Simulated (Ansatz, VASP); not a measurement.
# TiSi6Mo: VASP beside Ansatz

```
Ti Si Mo
1.0
     3.33405    0.00021    0.00030
     0.00021    3.33385   -0.00001
     0.00088    0.00032   10.19555
Ti Si Mo
1 6 1
Direct
  0.01044 0.00139 0.00000
  0.50762 0.50103 0.87193
  0.50755 0.50103 0.12808
  0.00004 0.00000 0.75262
  0.00003 0.00002 0.24738
  0.49320 0.49909 0.62654
  0.49331 0.49911 0.37347
  0.98781 0.99832 0.49999
```

Change from the starting cell: cell x1, atoms moved at random (sigma 0.15 Å) and cell strained at random (1.5 %), then relaxed without symmetry.

Alike in both runs: functional PBE; k mesh 6 × 6 × 2; occupations gaussian, width 0.2 eV; no spin polarisation.

Ansatz relaxed the structure, and its values are those at the end. VASP's run is a single point on that final structure, the one shown.

|  | VASP | Ansatz |
| --- | --- | --- |
| version | VASP 6.6.1 | Ansatz 0.2.0 |
| potentials or method | VASP PAW PBE potentials, release 64 (Ti_sv, Si, Mo_sv), cutoff 520 eV | scalar-relativistic, plane waves, PAW |
| valence electrons in the cell | 50 | 50 |

|  | VASP | Ansatz | Ansatz less VASP |
| --- | --- | --- | --- |
| gap on the k mesh at the Fermi level (eV) | none | none | - |
| pressure (GPa) | 0.0 | 0.0 | -0.01 |
| rms of the force components (eV/Å) | 0.006 | 0.002 | -0.0043 |

A gap of «none» marks a metal or a gap that the smearing closes.
